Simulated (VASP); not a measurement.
Ta5F2, 7 atoms in the cell. The typed cell holds 7 atoms: a = 3.268 Å, b = 3.286 Å, c = 10.114 Å, α = 90.01°, β = 90.07°, γ = 90.02°. 

| Quantity | Value |
| --- | --- |
| Program | VASP 6.6.1 |
| Task | single point |
| Functional | PBE |
| Potentials or basis | VASP PAW PBE potentials, release 64 (Ta_pv, F) |
| Cutoff | 520 eV |
| k mesh | 6 × 6 × 2 |
| Occupations | gaussian, width 0.2 eV |
| Spin | no spin polarisation |
| Dipole correction | no |
| Further INCAR settings | ALGO = Normal; EDIFF = 1e-07; NBANDS = 44 |

Potentials or basis: VASP PAW PBE potentials, release 64 (Ta_pv, F).

Command:

```sh
$ cat potpaw_PBE.64/Ta_pv/POTCAR potpaw_PBE.64/F/POTCAR > POTCAR
$ mpirun -np 1 vasp_std > vasp.out
```

Hardware: 1 thread of Intel(R) Xeon(R) 6975P-C (Granite Rapids), on a shared host.

**Question.** Estimate the wall time of this run.

**Answer.** Wall time 80 s on 1 thread of Intel(R) Xeon(R) 6975P-C (Granite Rapids) (shared host), peak memory 0.29 GiB. Counts: scf iterations 19, k points 40.
